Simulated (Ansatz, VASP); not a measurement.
V: VASP beside Ansatz

The input INCAR:

```
ALGO     = Fast           # electronic algorithm
EDIFF    = 1E-7           # SCF threshold, eV
ENCUT    = 520            # plane-wave cutoff, eV
GGA      = PE             # functional
ISIF     = 2              # what is computed and relaxed
ISMEAR   = 0              # smearing method
LASPH    = T              # aspherical terms in the spheres
LCHARG   = T              # write CHGCAR
LELF     = T              # ELF
LREAL    = F              # projectors in reciprocal space
LVHAR    = T            
LWAVE    = F              # write WAVECAR
NBANDS   = 20             # bands
NELM     = 80             # most SCF steps
PREC     = Accurate       # precision mode
SIGMA    = 0.15           # smearing width, eV
```

The input KPOINTS:

```
k-points
0
Gamma
  21 21 10
```

The input POSCAR:

```
V
1.0
    2.4740793975      0.0000000000      0.0000000000
   -1.2370396987      2.1426156093      0.0000000000
    0.0000000000      0.0000000000      4.4871692000
V
2
Direct
    0.6666666667      0.3333333333      0.7500000000
    0.3333333333      0.6666666667      0.2500000000
```

Input for Ansatz:

```yaml
crystal:
  lattice:
    - [2.4740793975, 0.0, 0.0]
    - [-1.2370396987, 2.1426156093, 0.0]
    - [0.0, 0.0, 4.4871692]
  atoms:
    - { symbol: V, position: [0.6666666667, 0.3333333333, 0.75] }
    - { symbol: V, position: [0.3333333333, 0.6666666667, 0.25] }
basis:
  ecutwfc: 420
kpoints:
  mp_grid: { grid: [21, 21, 10] }
hamiltonian:
  xc: pbe
scf:
  occupations: { method: gaussian, width: 0.15 }
output:
  forces: true
  stress: true
  eigenvalues: true
```

Change from the starting cell: strain -0.050 along x and y, -0.050 along z, atoms carried along.

Alike in both runs: task single point; functional PBE; k mesh 21 × 21 × 10; occupations gaussian, width 0.15 eV; no spin polarisation.

|  | VASP | Ansatz |
| --- | --- | --- |
| version | VASP 6.6.1 | Ansatz 0.2.0 |
| potentials or method | VASP PAW PBE potentials, release 64 (V_sv), cutoff 520 eV | scalar-relativistic, plane waves, PAW |
| valence electrons in the cell | 26 | 26 |

VASP gave:

- gap on the k mesh at the Fermi level (eV): none
- pressure (GPa): 35.4
- traceless stress, the component that is largest in VASP (GPa): -1.54

**Question.** What did Ansatz give for the same quantities?

**Answer.** gap on the k mesh at the Fermi level (eV): none; pressure (GPa): 35.0; traceless stress, the component that is largest in VASP (GPa): -1.42.

A gap of «none» marks a metal or a gap that the smearing closes. Both programs put the cell under a high pressure, so it lies far from rest at this level. With one functional, cell and mesh, what is left measures potentials, basis and numerics.
